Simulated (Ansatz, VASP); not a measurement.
## One calculation of Cr, two programs

```
Cr
1.0
     0.00000    1.79355    1.79355
     1.79355    0.00000    1.79355
     1.79355    1.79355    0.00000
Cr
1
Direct
  0.00000 0.00000 0.00000
```

Alike in both runs: task relaxation of cell and atoms; functional PBEsol; k mesh 20 × 20 × 20; occupations gaussian, width 0.1 eV; no spin polarisation.

|  | VASP | Ansatz |
| --- | --- | --- |
| version | VASP 6.6.1 | Ansatz 0.2.0 |
| potentials or method | VASP PAW PBE potentials, release 64 (Cr_pv), cutoff 600 eV | scalar-relativistic, plane waves, PAW |
| valence electrons in the cell | 12 | 14 |

```tsv
	VASP	Ansatz	Ansatz less VASP
gap on the k mesh at the Fermi level, each at its own relaxed structure (eV)	none	none	-
relaxed volume (Å³/atom)	11.43	11.45	+0.026
relaxed cell length with the largest relative difference (Å)	2.528	2.530	+0.0019
```

VASP's potentials were made for PBE, not for PBEsol. A gap of «none» marks a metal or a gap that the smearing closes. VASP's potentials hold 12 valence electrons a cell and Ansatz's 14, so a difference there can come from the potentials and not from the codes.
